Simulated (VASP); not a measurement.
Set up this calculation in VASP 6.6.1, as the native input.

```
Task                   : single point
Functional             : PBEsol
Potentials or basis    : VASP PAW PBE potentials, release 64 (Ta_pv)
Cutoff                 : 520 eV
k mesh                 : 10 × 10 × 10
Occupations            : methfessel-paxton, width 0.3 eV
Spin                   : no spin polarisation
Dipole correction      : no
Further INCAR settings : ALGO = Normal; EDIFF = 1e-06; NBANDS = 12
```

The structure of Ta lies in POSCAR:

```
Ta
1.0
   -1.6060164770      1.6060164770      1.6060164770
    1.6060164770     -1.6060164770      1.6060164770
    1.6060164770      1.6060164770     -1.6060164770
Ta
1
Direct
    0.0000000000      0.0000000000      0.0000000000
```

One way to write it, as run:

INCAR

```
SYSTEM = Ta
  ALGO = Normal
  EDIFF = 1E-6
  ENCUT = 520
  GGA = PS
  ISIF = 2
  ISMEAR = 1
  LASPH = .TRUE.
  LCHARG = .FALSE.
  LREAL = .FALSE.
  LWAVE = .FALSE.
  NBANDS = 12
  NELM = 100
  PREC = Accurate
  SIGMA = 0.3
```

KPOINTS

```
k-points
0
G
  10 10 10
  0 0 0
```

Potentials or basis: VASP PAW PBE potentials, release 64 (Ta_pv).

The run is started by

```bash
$ cat potpaw_PBE.64/Ta_pv/POTCAR > POTCAR
$ mpirun -np 1 vasp_std > vasp.out
```

Results of the run:

```
Pressure : 17.4 GPa
```

Caveat: the PAW data sets were made with another functional, which shifts forces and pressure a little.

Run time: 6.8 s on 1 thread of Intel(R) Xeon(R) Platinum 8124M CPU @ 3.00GHz (Skylake/Cascade Lake) (shared host), peak memory 0.14 GiB.
